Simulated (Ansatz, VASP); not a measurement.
## Tl: VASP beside Ansatz

```
Tl
1.0
    -2.03805    2.03805    1.94100
     2.03805   -2.03805    1.94100
     2.03805    2.03805   -1.94100
Tl
1
Direct
  0.00000 0.00000 0.00000
```

Change from the starting cell: strain +0.050 along x and y, +0.000 along z, atoms carried along.

Alike in both runs: task single point; functional PBE; dispersion D3(BJ); k mesh 18 × 18 × 18; occupations gaussian, width 0.15 eV; no spin polarisation.

|  | VASP | Ansatz |
| --- | --- | --- |
| version | VASP 6.6.1 | Ansatz 0.2.0 |
| potentials or method | VASP PAW PBE potentials, release 64 (Tl_d), cutoff 520 eV | scalar-relativistic, plane waves, PAW |
| valence electrons in the cell | 13 | 13 |

```tsv
	VASP	Ansatz	Ansatz less VASP
gap on the k mesh at the Fermi level (eV)	none	none	-
pressure (GPa)	-2.3	-2.2	+0.05
traceless stress, the component that is largest in VASP (GPa)	0.14	0.14	0.000
```

A gap of «none» marks a metal or a gap that the smearing closes.

Spin-orbit coupling is off throughout.
